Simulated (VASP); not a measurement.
# ZnS (R-3m) in VASP: further runs

ZnS is run at these levels: PBE; tasks: single point, relaxation of cell and atoms.

All numbers are computed with VASP 6.6.1; they aren't measurements. Logs are shortened: lines on timing, memory, paths and dates and some standing lists are left out, and cuts for length are marked.

## (1) The cell of the first run

Symmetry: R-3m, No. 166, trigonal system. Conventional cell: a = 3.034 Å, b = 3.034 Å, c = 14.498 Å, α = 90.00°, β = 90.00°, γ = 120.00°. Within 3.9 Å of Zn (site symmetry -3m) lie 6 S at 2.98 Å and 6 Zn at 3.03 Å. S (site symmetry -3m) has 6 Zn at 2.98 Å and 6 S at 3.03 Å within 3.9 Å.

## (2) Single point, PBE

INCAR reads:

```
PREC = Accurate
ENCUT = 520
EDIFF = 1E-7
ISMEAR = 0
SIGMA = 0.1
LREAL = F
LASPH = T
NELM = 60
ALGO = Normal
ISIF = 2
LWAVE = F
LCHARG = F
GGA = PE
NBANDS = 16
```

KPOINTS reads:

```
Automatic mesh
0
Gamma
  6 6 6
```

POSCAR reads:

```
ZnS
1.0
    1.5172343513      0.8759756611      4.8326723781
   -1.5172343513      0.8759756611      4.8326723781
    0.0000000000     -1.7519513222      4.8326723781
Zn S
1 1
Direct
    0.0000000000      0.0000000000      0.0000000000
    0.5000000000      0.5000000000      0.5000000000
```

Potentials or basis: VASP PAW PBE potentials, release 64 (Zn, S).

Started as:

```
$ cat potpaw_PBE.64/Zn/POTCAR potpaw_PBE.64/S/POTCAR > POTCAR
$ mpirun -np 1 vasp_std > vasp.out
```

OUTCAR:

```text
PREC = Accurate
   ENCUT = 520
   EDIFF = 1E-7
   ISMEAR = 0
   LREAL = F
   LASPH = T
   NELM = 60
   ISIF = 2
   GGA = PE

 ion  position               nearest neighbor table
   1  0.000  0.000  0.000-
   2  0.500  0.500  0.500-

  LATTYP: Found a trigonal (rhomboedric) cell.
 ALAT       =     5.1404334204
 COS(alpha) =     0.8257648184

  Lattice vectors:

 A1 = (   1.5172343513,   0.8759756611,   4.8326723781)
 A2 = (  -1.5172343513,   0.8759756611,   4.8326723781)
 A3 = (   0.0000000000,  -1.7519513222,   4.8326723781)

Analysis of symmetry for initial positions (statically):
=====================================================================
 Subroutine PRICEL returns:
 Original cell was already a primitive cell.

 Routine SETGRP: Setting up the symmetry group for a
 trigonal (rhombohedral) supercell.

 Subroutine GETGRP returns: Found 12 space group operations
 (whereof 12 operations were pure point group operations)
 out of a pool of 12 trial point group operations.

The static configuration has the point symmetry D_3d.

Analysis of symmetry for dynamics (positions and initial velocities):
=====================================================================
 Subroutine PRICEL returns:
 Original cell was already a primitive cell.

 Routine SETGRP: Setting up the symmetry group for a
 trigonal (rhombohedral) supercell.

 Subroutine GETGRP returns: Found 12 space group operations
 (whereof 12 operations were pure point group operations)
 out of a pool of 12 trial point group operations.

The dynamic configuration has the point symmetry D_3d.

 Subroutine INISYM returns: Found 12 space group operations
 (whereof 12 operations are pure point group operations),
 and found     1 'primitive' translations

----------------------------------------------------------------------------------------

                                     Primitive cell

  volume of cell :      38.5375

  direct lattice vectors                    reciprocal lattice vectors
     1.517234351  0.875975661  4.832672378     0.329546981  0.190264038  0.068974950
    -1.517234351  0.875975661  4.832672378    -0.329546981  0.190264038  0.068974950
     0.000000000 -1.751951322  4.832672378     0.000000000 -0.380528076  0.068974950

  length of vectors
[... 80 lines left out ...]
   ENCUT  =  520.0 eV  38.22 Ry    6.18 a.u.   9.56  9.56  9.56*2*pi/ulx,y,z
   NELM   =     60;   NELMIN=  2; NELMDL= -5     # of ELM steps
   EDIFF  = 0.1E-06   stopping-criterion for ELM
   LREAL  =      F    real-space projection
   EDIFFG = 0.1E-05   stopping-criterion for IOM
   NSW    =      0    number of steps for IOM
   IBRION =     -1    ionic relax: 0-MD 1-quasi-New 2-CG
   NFREE  =      0    steps in history (QN), initial steepest desc. (CG)
   ISIF   =      2    stress and relaxation
   ISYM   =      2    0-nonsym 1-usesym 2-fastsym
   POTIM  = 0.5000    time-step for ionic-motion
   TEBEG  =    0.0;   TEEND  =   0.0 temperature during run
   PSTRESS=    0.0 pullay stress
   NELECT =      18.0000    total number of electrons
   NUPDOWN=      -1.0000    fix difference up-down
   EMIN   =  10.00;   EMAX   =-10.00  energy-range for DOS
   EFERMI =   0.00;   METHOD = LEGACY
   ISMEAR =     0;   SIGMA  =   0.10  broadening in eV -4-tet -1-fermi 0-gaus
   EFERMI_NEDOS =   21; number of points for ismear=-14 and -15
   IALGO  =     38    algorithm
   IMIX   =      4    mixing-type and parameters
     AMIX     =   0.40;   BMIX     =  1.00
     AMIX_MAG =   1.60;   BMIX_MAG =  1.00
  volume/ion in A,a.u.               =      19.27       130.03
  Fermi-wavevector in a.u.,A,eV,Ry     =   1.270197  2.400325 21.951660  1.613402
  Thomas-Fermi vector in A             =   2.403198
   LORBIT       =      0    0 simple, 1 ext, 2 COOP (PROOUT), +10 PAW based schemes
   GGA     = PE    functional components
   LHFCALC =     F    Hartree Fock is set to
   AEXX    =    0.0000 exact exchange contribution
   IVDW    =     0    specifies the selected vdW correction
   LEPSILON=     F    determine dielectric tensor
   LRPA    =     F    only Hartree local field effects (RPA)
 non-spin polarized calculation
 Gauss-broadening in eV      SIGMA  =   0.10
  energy-cutoff  :      520.00
  volume of cell :       38.54
 maximum number of plane-waves:      1055
 NGX is ok and might be reduce to    40
   NGX = 19   NGY = 19   NGZ = 19

 number of electron      17.9999993 magnetization

 Free energy of the ion-electron system (eV)
  ---------------------------------------------------
  ext. energy  EPLUGINS =         0.00000000
  ---------------------------------------------------
  free energy    TOTEN  =        -4.05365129 eV

  energy without entropy =       -4.04657637  energy(sigma->0) =       -4.05011383

 E-fermi :   3.2842     XC(G=0): -10.2678

 val. band max:        3.2838495013   @ k =   0.5000   0.0000   0.0000
 cond. band min:       3.3069581887   @ k =  -0.3333  -0.3333   0.1667
 fundamental gap:      0.0231086874
 Fermi energy:         3.2842385255

 k-point     1 :       0.0000    0.0000    0.0000
  band No.  band energies     occupation
      1     -10.6861      2.00000
      2      -3.9510      2.00000
      3      -3.6761      2.00000
      4      -3.6761      2.00000
      5      -3.4170      2.00000
      6      -3.4170      2.00000
[... 433 lines left out ...]
      3      -3.5882      2.00000
      4      -3.5463      2.00000
      5      -3.4995      2.00000
      6      -3.4200      2.00000
[... 8 lines left out ...]
     15      13.4457      0.00000
     16      14.2870      0.00000

 [... further k-points ...]

------------------------ aborting loop because EDIFF is reached ----------------------------------------

  FORCE on cell =-STRESS in cart. coord.  units (eV):
  Direction    XX          YY          ZZ          XY          YZ          ZX
  --------------------------------------------------------------------------------------
  -------------------------------------------------------------------------------------
  Total       -1.1636520     -1.1636520     -2.8978840      0.0000000     -0.0000000     -0.0000000
  in kB      -48.3782771    -48.3782771   -120.4781458      0.0000000     -0.0000000     -0.0000000
  external PRESSURE =     -72.4115667 kB  Pullay stress =       0.0000000 kB

 VOLUME and BASIS-vectors are now :
 -----------------------------------------------------------------------------
  energy-cutoff  :      520.00
  volume of cell :       38.54
      direct lattice vectors                 reciprocal lattice vectors
     1.517234351  0.875975661  4.832672378     0.329546981  0.190264038  0.068974950
    -1.517234351  0.875975661  4.832672378    -0.329546981  0.190264038  0.068974950
     0.000000000 -1.751951322  4.832672378     0.000000000 -0.380528076  0.068974950

 POSITION                                       TOTAL-FORCE (eV/Angst)
 -----------------------------------------------------------------------------------
      0.00000      0.00000      0.00000        -0.000000      0.000000     -0.000000
      0.00000      0.00000      7.24901         0.000000      0.000000      0.000000
 -----------------------------------------------------------------------------------
    total drift:                               -0.000000     -0.000000     -0.000000

  FREE ENERGIE OF THE ION-ELECTRON SYSTEM (eV)
  ---------------------------------------------------
  free  energy   TOTEN  =        -4.0536512942 eV

  energy  without entropy=       -4.0465763718  energy(sigma->0) =       -4.05011383
```

stdout:

```text
POSCAR found type information on POSCAR ZnS
 POSCAR found :  2 types and       2 ions
 scaLAPACK will be used
 LDA part: xc-table for (Slater+PW92), standard interpolation
 POSCAR, INCAR and KPOINTS ok, starting setup
 FFT: planning ... GRIDC
 FFT: planning ... GRID_SOFT
 FFT: planning ... GRID
 WAVECAR not read
 entering main loop
```

Wall time 24 s (1 thread of Intel Xeon 6975P-C (Granite Rapids), shared host); peak memory 0.23 GiB.

What came out:

| Item | Value |
| --- | --- |
| Free energy | -4.0537 eV |
| Pressure | -7.2 GPa |
| Band gap on the k mesh | zero (band 9 reaches 4.93 eV, above the bottom of band 10 at 3.11 eV) |

Stress tensor (GPa, compression positive):
```
 -4.84   0.00   0.00
  0.00  -4.84   0.00
  0.00   0.00 -12.05
```

Levels at points of the mesh, in eV from the Fermi level:
| k point | band 7 | band 8 | band 9 | band 10 | band 11 | band 12 |
| --- | --- | --- | --- | --- | --- | --- |
| (0.00, 0.00, 0.00) | -4.65 | -4.52 | 1.61 | 1.61 | 8.33 | 9.61 |
| (0.50, 0.00, 0.00) | -4.99 | -2.08 | 0.00 | 0.14 | 1.88 | 4.03 |
| (0.50, 0.50, 0.00) | -5.13 | -3.23 | -0.70 | -0.02 | 2.85 | 7.01 |
| (0.50, 0.50, 0.50) | -6.70 | 0.87 | 1.64 | 1.64 | 3.68 | 9.41 |

Caveat: the k points lie up to 0.40 Å⁻¹ apart.

## (3) Relaxation of cell and atoms, PBE

INCAR reads:

```
  PREC = Accurate
  ENCUT = 600
  EDIFF = 1E-6
  ISMEAR = 0
  SIGMA = 0.1
  LREAL = False
  LASPH = True
  NELM = 80
  ALGO = Normal
  ISIF = 3
  LWAVE = False
  LCHARG = False
  GGA = PE
  IBRION = 2
  NSW = 90
  EDIFFG = -0.04
```

KPOINTS reads:

```
regular mesh
0
Gamma
  6 6 6
```

POSCAR is that of step 2.

Potentials or basis: VASP PAW PBE potentials, release 64 (Zn, S).

Started as:

```
$ cat potpaw_PBE.64/Zn/POTCAR potpaw_PBE.64/S/POTCAR > POTCAR
$ mpirun -np 1 vasp_std > vasp.out
```

OUTCAR:

```text
PREC = Accurate
   ENCUT = 600
   EDIFF = 1E-6
   ISMEAR = 0
   LREAL = False
   LASPH = True
   NELM = 80
   ISIF = 3
   GGA = PE
   IBRION = 2
   NSW = 90
   EDIFFG = -0.04

 ion  position               nearest neighbor table
   1  0.000  0.000  0.000-
   2  0.500  0.500  0.500-

  LATTYP: Found a trigonal (rhomboedric) cell.
 ALAT       =     5.1404334204
 COS(alpha) =     0.8257648184

  Lattice vectors:

 A1 = (   1.5172343513,   0.8759756611,   4.8326723781)
 A2 = (  -1.5172343513,   0.8759756611,   4.8326723781)
 A3 = (   0.0000000000,  -1.7519513222,   4.8326723781)

Analysis of symmetry for initial positions (statically):
=====================================================================
 Subroutine PRICEL returns:
 Original cell was already a primitive cell.

 Routine SETGRP: Setting up the symmetry group for a
 trigonal (rhombohedral) supercell.

 Subroutine GETGRP returns: Found 12 space group operations
 (whereof 12 operations were pure point group operations)
 out of a pool of 12 trial point group operations.

The static configuration has the point symmetry D_3d.

[... 160 lines left out ...]
  free energy    TOTEN  =        -4.05365763 eV

  energy without entropy =       -4.04659245  energy(sigma->0) =       -4.05012504

------------------------ aborting loop because EDIFF is reached ----------------------------------------

  FORCE on cell =-STRESS in cart. coord.  units (eV):
  Direction    XX          YY          ZZ          XY          YZ          ZX
  --------------------------------------------------------------------------------------
  -------------------------------------------------------------------------------------
  Total       -1.1620578     -1.1620578     -2.8917339      0.0000000     -0.0000000     -0.0000000
  in kB      -48.3119966    -48.3119966   -120.2224587      0.0000000     -0.0000000     -0.0000000
  external PRESSURE =     -72.2821506 kB  Pullay stress =       0.0000000 kB
[... 866 lines left out ...]
      2      -1.8211      2.00000
      3      -1.8095      2.00000
      4      -1.6902      2.00000
      5      -1.3437      2.00000
      6      -0.9317      2.00000
      7      -0.1751      2.00000
      8       1.0537      2.00000
      9       1.2364      2.00000
     10       7.3397      0.00000
     11      11.7071      0.00000
     12      13.4490      0.00000
     13      15.1717      0.00000

 [... further k-points ...]

[... ionic steps 4 to 20 ...]

--------------------------------------- Ionic step       21  -------------------------------------------

 number of electron      18.0000002 magnetization

------------------------ aborting loop because EDIFF is reached ----------------------------------------
[... 67 lines left out ...]
--------------------------------------- Ionic step       23  -------------------------------------------

 number of electron      18.0000003 magnetization

 Free energy of the ion-electron system (eV)
  ---------------------------------------------------
  ext. energy  EPLUGINS =         0.00000000
  ---------------------------------------------------
  free energy    TOTEN  =        -6.20917010 eV

  energy without entropy =       -6.20647728  energy(sigma->0) =       -6.20782369

 E-fermi :   3.8420     XC(G=0): -10.7868

 val. band max:        3.8010633267   @ k =   0.3333   0.1667   0.1667
 cond. band min:       5.0033425963   @ k =   0.3333   0.3333   0.0000
 fundamental gap:      1.2022792696
 Fermi energy:         3.8420265871
[... 413 lines left out ...]
  FREE ENERGIE OF THE ION-ELECTRON SYSTEM (eV)
  ---------------------------------------------------
  free  energy   TOTEN  =        -6.2091701036 eV

  energy  without entropy=       -6.2064772849  energy(sigma->0) =       -6.20782369

 reached required accuracy - stopping structural energy minimisation
```

CONTCAR:

```text
ZnS
   1.00000000000000
     1.8006456886763611    1.0396032729996036    2.9582797596489945
    -1.8006456886763611    1.0396032729996036    2.9582797596489945
    -0.0000000000000000   -2.0792065459992073    2.9582797596489945
  Zn              S
     1     1
Direct
     0.0000000000000000    0.0000000000000000    0.0000000000000000
     0.5000000000000000    0.5000000000000000    0.5000000000000000

  0.00000000E+00  0.00000000E+00  0.00000000E+00
  0.00000000E+00  0.00000000E+00  0.00000000E+00
```

Run time: 5.4 min. Hardware: 1 thread of Intel Xeon 6975P-C (Granite Rapids), shared host; peak memory 0.3 GiB.

What came out:

```yaml
Free_energy: -6.2092 eV
Relaxed_volume: 16.61 Å³/atom
Relaxed_cell: a = 3.616 Å, b = 3.616 Å, c = 3.616 Å, α = 59.73°, β = 59.73°, γ = 59.73°
Space_group_after_relaxing_to_0.05_Å: Fm-3m (No. 225)
Energy_gained_by_relaxing: 1077.8 meV/atom
Ionic_steps: 23
Pressure_after_relaxing: 0.1 GPa
Band_gap_on_the_k_mesh: zero (band 9 reaches 3.80 eV, above the bottom of band 10 at 3.51 eV)
```

The path:
```tsv
step	energy change (eV)	largest force (eV/Å)	pressure (GPa)	volume (Å³)
1	0.0000	0.0000	-7.23	38.54
2	-0.1913	0.0000	-1.36	33.87
3	-0.2092	0.0000	1.33	32.59
4	-0.2113	0.0000	2.69	32.05
5	-0.4022	0.0000	5.11	31.50
6	-1.4200	0.0000	16.11	29.00
7	2.2908	0.0000	127.42	19.67
8	-0.9419	0.0000	53.48	24.41
9	-1.6291	0.0000	29.47	26.94
10	-1.6480	0.0000	29.28	26.98
11	-1.6911	0.0000	28.22	27.09
12	-1.7228	0.0000	27.24	27.26
13	-1.7171	0.0000	26.78	27.30
14	-1.7633	0.0000	24.86	27.57
15	-1.8838	0.0000	19.66	28.41
16	-2.0520	0.0000	10.77	30.14
17	-2.1536	0.0000	-1.16	33.78
18	-2.1552	0.0000	-0.22	33.42
19	-2.1552	0.0000	0.00	33.29
20	-2.1552	0.0000	0.03	33.28
21	-2.1554	0.0000	0.13	33.27
22	-2.1556	0.0000	0.22	33.26
23	-2.1555	0.0000	0.09	33.23
```

Final structure:
```
Zn S
1.0
     1.80065    1.03960    2.95828
    -1.80065    1.03960    2.95828
     0.00000   -2.07921    2.95828
Zn S
1 1
Direct
  0.00000 0.00000 0.00000
  0.50000 0.50000 0.50000
```

Caveat: the k points lie up to 0.36 Å⁻¹ apart in the final cell.
